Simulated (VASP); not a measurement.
# Sb (I4/mmm) in VASP: a series of runs

Runs on Sb. Level: PBEsol. Tasks: single point.

All numbers are computed with VASP 6.6.1; they aren't measurements. Logs are shortened: lines on timing, memory, paths and dates and some standing lists are left out, and cuts for length are marked.

## (1) The cell of the first run

Symmetry: I4/mmm, No. 139, tetragonal system. The conventional cell has a = 3.010 Å, b = 3.010 Å, c = 4.910 Å, α = 90.00°, β = 90.00°, γ = 90.00°. Within 4.0 Å of Sb (site symmetry 4/mmm) lie 12 Sb at 3.01 to 3.25 Å.

## (2) Single point, PBEsol (zz strain of -1 %)

File INCAR:

```
SYSTEM = Sb
PREC     = Accurate       ! precision mode
ENCUT    = 520            ! plane-wave cutoff, eV
EDIFF    = 1E-7           ! SCF threshold, eV
ISMEAR   = -1             ! smearing method
SIGMA    = 0.05           ! smearing width, eV
LREAL    = .False.        ! projectors in reciprocal space
LASPH    = .True.         ! aspherical terms in the spheres
NELM     = 60             ! most SCF steps
ALGO     = Normal         ! electronic algorithm
ISIF     = 2              ! what is computed and relaxed
LWAVE    = .False.        ! write WAVECAR
LCHARG   = .True.         ! write CHGCAR
GGA      = PS             ! functional
LELF     = .True.         ! ELF
LVHAR    = .True.       
NBANDS   = 8              ! bands
```

File KPOINTS:

```
regular mesh
0
Gamma
  19 19 19
  0 0 0
```

File POSCAR:

```
Sb
1.0
   -1.5050000000      1.5050000000      2.4552000000
    1.5050000000     -1.5050000000      2.4552000000
    1.5050000000      1.5050000000     -2.4552000000
Sb
1
Direct
    0.0000000000      0.0000000000      0.0000000000
```

Potentials or basis: VASP PAW PBE potentials, release 64 (Sb).

On the command line:

```console
cat potpaw_PBE.64/Sb/POTCAR > POTCAR
mpirun -np 1 vasp_std > vasp.out
```

OUTCAR:

```text
SYSTEM = Sb
   PREC = Accurate
   ENCUT = 520
   EDIFF = 1E-7
   ISMEAR = -1
   LREAL = .False.
   LASPH = .True.
   NELM = 60
   ISIF = 2
   GGA = PS

 ion  position               nearest neighbor table
   1  0.000  0.000  0.000-

  LATTYP: Found a body centered tetragonal cell.
 ALAT       =     3.0100000000
 C/A-ratio  =     1.6313621262

  Lattice vectors:

 A1 = (  -1.5050000000,   1.5050000000,   2.4552000000)
 A2 = (   1.5050000000,  -1.5050000000,   2.4552000000)
 A3 = (   1.5050000000,   1.5050000000,  -2.4552000000)

Analysis of symmetry for initial positions (statically):
=====================================================================
 Subroutine PRICEL returns:
 Original cell was already a primitive cell.

 Routine SETGRP: Setting up the symmetry group for a
 body centered tetragonal supercell.

 Subroutine GETGRP returns: Found 16 space group operations
 (whereof 16 operations were pure point group operations)
 out of a pool of 16 trial point group operations.

The static configuration has the point symmetry D_4h.

Analysis of symmetry for dynamics (positions and initial velocities):
=====================================================================
 Subroutine PRICEL returns:
 Original cell was already a primitive cell.

 Routine SETGRP: Setting up the symmetry group for a
 body centered tetragonal supercell.

 Subroutine GETGRP returns: Found 16 space group operations
 (whereof 16 operations were pure point group operations)
 out of a pool of 16 trial point group operations.

The dynamic configuration has the point symmetry D_4h.

 Subroutine INISYM returns: Found 16 space group operations
 (whereof 16 operations are pure point group operations),
 and found     1 'primitive' translations

----------------------------------------------------------------------------------------

                                     Primitive cell

  volume of cell :      22.2444

  direct lattice vectors                    reciprocal lattice vectors
    -1.505000000  1.505000000  2.455200000     0.000000000  0.332225914  0.203649397
     1.505000000 -1.505000000  2.455200000     0.332225914  0.000000000  0.203649397
     1.505000000  1.505000000 -2.455200000     0.332225914  0.332225914  0.000000000

  length of vectors
     3.249316396  3.249316396  3.249316396     0.389675679  0.389675679  0.469838393

  position of ions in fractional coordinates (direct lattice)
     0.000000000  0.000000000  0.000000000

  ion indices of the primitive-cell ions
   primitive index   ion index
                 1           1

----------------------------------------------------------------------------------------

 KPOINTS: regular mesh

Automatic generation of k-mesh.
 Grid dimensions read from file:
 generate k-points for:   19   19   19

 Generating k-lattice:

  Cartesian coordinates                     Fractional coordinates (reciprocal lattice)
     0.000000000  0.017485574  0.010718389     0.052631579  0.000000000 -0.000000000
     0.017485574  0.000000000  0.010718389     0.000000000  0.052631579 -0.000000000
     0.017485574  0.017485574  0.000000000     0.000000000  0.000000000  0.052631579

  Length of vectors
     0.020509246  0.020509246  0.024728336

  Shift w.r.t. Gamma in fractional coordinates (k-lattice)
     0.000000000  0.000000000  0.000000000

 Subroutine IBZKPT returns following result:
 ===========================================

 Found    550 irreducible k-points:

 Following reciprocal coordinates:
            Coordinates               Weight
  0.000000  0.000000  0.000000      1.000000
  0.052632  0.000000  0.000000      8.000000
  0.105263  0.000000  0.000000      8.000000
  0.157895 -0.000000  0.000000      8.000000
  0.210526 -0.000000  0.000000      8.000000
  0.263158  0.000000  0.000000      8.000000
[... 16 lines left out ...]
 -0.315789  0.052632 -0.000000     16.000000
 -0.263158  0.052632 -0.000000     16.000000
 [... further k-points ...]
   k-points           NKPTS =    550   k-points in BZ     NKDIM =    550   number of bands    NBANDS=      8
   number of dos      NEDOS =    301   number of ions     NIONS =      1
   total plane-waves  NPLWV =  13824
   dimension x,y,z NGX =    24 NGY =   24 NGZ =   24
   dimension x,y,z NGXF=    48 NGYF=   48 NGZF=   48
   ions per type =               1
   NGX,Y,Z   is equivalent  to a cutoff of  12.28, 12.28, 12.28 a.u.
   NGXF,Y,Z  is equivalent  to a cutoff of  24.56, 24.56, 24.56 a.u.
 SYSTEM =  Sb
   PREC   = accura    normal or accurate (medium, high low for compatibility)
   ISTART =      0    job   : 0-new  1-cont  2-samecut
   ICHARG =      2    charge: 1-file 2-atom 10-const
   ISPIN  =      1    spin polarized calculation?
   LNONCOLLINEAR =      F non collinear calculations
   LSORBIT =      F    spin-orbit coupling
   LASPH  =      T    aspherical Exc in radial PAW
   ENCUT  =  520.0 eV  38.22 Ry    6.18 a.u.   6.04  6.04  6.04*2*pi/ulx,y,z
   NELM   =     60;   NELMIN=  2; NELMDL= -5     # of ELM steps
   EDIFF  = 0.1E-06   stopping-criterion for ELM
   LREAL  =      F    real-space projection
   EDIFFG = 0.1E-05   stopping-criterion for IOM
   NSW    =      0    number of steps for IOM
   IBRION =     -1    ionic relax: 0-MD 1-quasi-New 2-CG
   NFREE  =      0    steps in history (QN), initial steepest desc. (CG)
   ISIF   =      2    stress and relaxation
   ISYM   =      2    0-nonsym 1-usesym 2-fastsym
   POTIM  = 0.5000    time-step for ionic-motion
   TEBEG  =    0.0;   TEEND  =   0.0 temperature during run
   PSTRESS=    0.0 pullay stress
   NELECT =       5.0000    total number of electrons
   NUPDOWN=      -1.0000    fix difference up-down
   EMIN   =  10.00;   EMAX   =-10.00  energy-range for DOS
   EFERMI =   0.00;   METHOD = LEGACY
   ISMEAR =    -1;   SIGMA  =   0.05  broadening in eV -4-tet -1-fermi 0-gaus
   EFERMI_NEDOS =   21; number of points for ismear=-14 and -15
   IALGO  =     38    algorithm
   IMIX   =      4    mixing-type and parameters
     AMIX     =   0.40;   BMIX     =  1.00
     AMIX_MAG =   1.60;   BMIX_MAG =  1.00
  volume/ion in A,a.u.               =      22.24       150.11
  Fermi-wavevector in a.u.,A,eV,Ry     =   0.995386  1.881007 13.480562  0.990793
  Thomas-Fermi vector in A             =   2.127403
   LORBIT       =      0    0 simple, 1 ext, 2 COOP (PROOUT), +10 PAW based schemes
   GGA     = PS    functional components
   LHFCALC =     F    Hartree Fock is set to
   AEXX    =    0.0000 exact exchange contribution
   IVDW    =     0    specifies the selected vdW correction
   LEPSILON=     F    determine dielectric tensor
   LRPA    =     F    only Hartree local field effects (RPA)
 non-spin polarized calculation
  energy-cutoff  :      520.00
  volume of cell :       22.24
 maximum number of plane-waves:       630
   NGX = 11   NGY = 11   NGZ = 11

 number of electron       5.0000000 magnetization

 Free energy of the ion-electron system (eV)
  ---------------------------------------------------
  ext. energy  EPLUGINS =         0.00000000
  ---------------------------------------------------
  free energy    TOTEN  =        -4.13363636 eV

  energy without entropy =       -4.12960285  energy(sigma->0) =       -4.13161961

 E-fermi :  11.1410     XC(G=0): -11.1753

 val. band max:       11.1352245034   @ k =  -0.4737   0.4737   0.4211
 cond. band min:      11.1453619760   @ k =   0.3684   0.2105   0.1579
 fundamental gap:      0.0101374726
 Fermi energy:        11.1409866398

 k-point     1 :       0.0000    0.0000    0.0000
  band No.  band energies     occupation
      1      -3.5241      2.00000
      2      17.7556      0.00000
      3      17.9385      0.00000
      4      17.9385      0.00000
      5      21.3270      0.00000
      6      21.5209      0.00000
      7      22.2679      0.00000
      8      22.2679      0.00000

 k-point     2 :       0.0526    0.0000    0.0000
  band No.  band energies     occupation
      1      -3.4582      2.00000
      2      17.1520      0.00000
      3      17.6082      0.00000
      4      17.8935      0.00000
      5      20.8711      0.00000
      6      21.6814      0.00000
      7      22.3984      0.00000
      8      22.6931      0.00000

 k-point     3 :       0.1053    0.0000    0.0000
  band No.  band energies     occupation
      1      -3.2606      2.00000
      2      15.5393      0.00000
      3      17.1135      0.00000
      4      17.7781      0.00000
      5      20.4367      0.00000
      6      21.6021      0.00000
      7      22.7647      0.00000
      8      22.8211      0.00000

 k-point     4 :       0.1579   -0.0000    0.0000
  band No.  band energies     occupation
      1      -2.9314      2.00000
      2      13.6671      0.00000
      3      16.4994      0.00000
      4      17.6334      0.00000
      5      20.0647      0.00000
      6      21.1917      0.00000
      7      23.2986      0.00000
      8      23.5546      0.00000

 k-point     5 :       0.2105   -0.0000    0.0000
  band No.  band energies     occupation
      1      -2.4715      2.00000
      2      11.7678      0.00001
      3      15.8712      0.00000
      4      17.4960      0.00000
      5      19.6739      0.00000
      6      20.9096      0.00000
      7      23.8242      0.00000
      8      24.4590      0.00000
[... 177 lines left out ...]
 k-point    22 :      -0.3684    0.0526   -0.0000
  band No.  band energies     occupation
      1      -0.5202      2.00000
      2       7.0495      2.00000
      3      14.2217      0.00000
      4      16.9939      0.00000
      5      19.0093      0.00000
      6      20.8623      0.00000
      7      22.4735      0.00000
      8      24.0101      0.00000

 k-point    23 :      -0.3158    0.0526   -0.0000
  band No.  band energies     occupation
      1      -1.3147      2.00000
      2       8.6944      2.00000
      3      14.6011      0.00000
      4      17.0962      0.00000
      5      19.3092      0.00000
      6      21.2287      0.00000
      7      22.5629      0.00000
      8      24.3471      0.00000

 k-point    24 :      -0.2632    0.0526   -0.0000
  band No.  band energies     occupation
      1      -1.9942      2.00000
      2      10.4624      2.00000
      3      15.0829      0.00000
      4      17.2181      0.00000
      5      19.6436      0.00000
      6      21.4866      0.00000
      7      22.9616      0.00000
      8      23.7213      0.00000

 [... further k-points ...]
[... 5 lines left out ...]
  --------------------------------------------------------------------------------------
  -------------------------------------------------------------------------------------
  Total        2.3769943      2.3769943      2.1536950      0.0000000      0.0000000      0.0000000
  in kB      171.2059486    171.2059486    155.1225428      0.0000000      0.0000000      0.0000000
  external PRESSURE =     165.8448133 kB  Pullay stress =       0.0000000 kB

 VOLUME and BASIS-vectors are now :
 -----------------------------------------------------------------------------
  energy-cutoff  :      520.00
  volume of cell :       22.24
      direct lattice vectors                 reciprocal lattice vectors
    -1.505000000  1.505000000  2.455200000     0.000000000  0.332225914  0.203649397
     1.505000000 -1.505000000  2.455200000     0.332225914  0.000000000  0.203649397
     1.505000000  1.505000000 -2.455200000     0.332225914  0.332225914  0.000000000

 POSITION                                       TOTAL-FORCE (eV/Angst)
 -----------------------------------------------------------------------------------
      0.00000      0.00000      0.00000         0.000000      0.000000     -0.000000
 -----------------------------------------------------------------------------------
    total drift:                                0.000000     -0.000000      0.000000

  FREE ENERGIE OF THE ION-ELECTRON SYSTEM (eV)
  ---------------------------------------------------
  free  energy   TOTEN  =        -4.1336363605 eV

  energy  without entropy=       -4.1296028543  energy(sigma->0) =       -4.13161961
```

Run time: 22 s. Hardware: 1 thread of Intel Xeon 6975P-C (Granite Rapids), shared host; peak memory 0.21 GiB.

Results:

| Item | Value |
| --- | --- |
| Free energy | -4.1336 eV |
| Pressure | 16.6 GPa |

Levels at points of the mesh, in eV from the Fermi level:
```tsv
k point	band 1	band 2	band 3	band 4	band 5	band 6
(0.00, 0.00, 0.00)	-14.67	6.61	6.80	6.80	10.19	10.38
```

Caveat: the cell differs from its parent crystal (zz strain of -1 %); the PAW data sets were made with another functional, which shifts forces and pressure a little; spin-orbit coupling is left out, which moves the levels of the heavy elements.

## (3) Single point, PBEsol (volume scaled by 0.99)

File INCAR:

```
PREC     = Accurate       # precision mode
ENCUT    = 520            # plane-wave cutoff, eV
EDIFF    = 1E-6           # SCF threshold, eV
ISMEAR   = -1             # smearing method
SIGMA    = 0.05           # smearing width, eV
LREAL    = False          # projectors in reciprocal space
LASPH    = True           # aspherical terms in the spheres
NELM     = 80             # most SCF steps
ALGO     = Normal         # electronic algorithm
ISIF     = 2              # what is computed and relaxed
LWAVE    = False          # write WAVECAR
LCHARG   = False          # write CHGCAR
GGA      = PS             # functional
NBANDS   = 8              # bands
```

File KPOINTS:

```
Automatic mesh
0
Gamma
  19 19 19
```

File POSCAR:

```
Sb
1.0
   -1.4999665176      1.4999665176      2.4717056237
    1.4999665176     -1.4999665176      2.4717056237
    1.4999665176      1.4999665176     -2.4717056237
Sb
1
Direct
    0.0000000000      0.0000000000      0.0000000000
```

Potentials or basis: VASP PAW PBE potentials, release 64 (Sb).

On the command line:

```console
cat potpaw_PBE.64/Sb/POTCAR > POTCAR
mpirun -np 1 vasp_std > vasp.out
```

Run time: 20 s. Hardware: 1 thread of Intel Xeon 6975P-C (Granite Rapids), shared host; peak memory 0.21 GiB.

The run converged. Its results:

```yaml
Free_energy: -4.1318 eV
Pressure: 16.7 GPa
```

Stress tensor (GPa, compression positive):
```
17.49  0.00  0.00
 0.00 17.49  0.00
 0.00  0.00 15.11
```

Levels at points of the mesh, in eV from the Fermi level:
```csv
k point,band 1,band 2,band 3,band 4,band 5,band 6
"(0.00, 0.00, 0.00)",-14.67,6.54,6.80,6.80,10.16,10.41
```

Caveat: the PAW data sets were made with another functional, which shifts forces and pressure a little; spin-orbit coupling is left out, which moves the levels of the heavy elements.
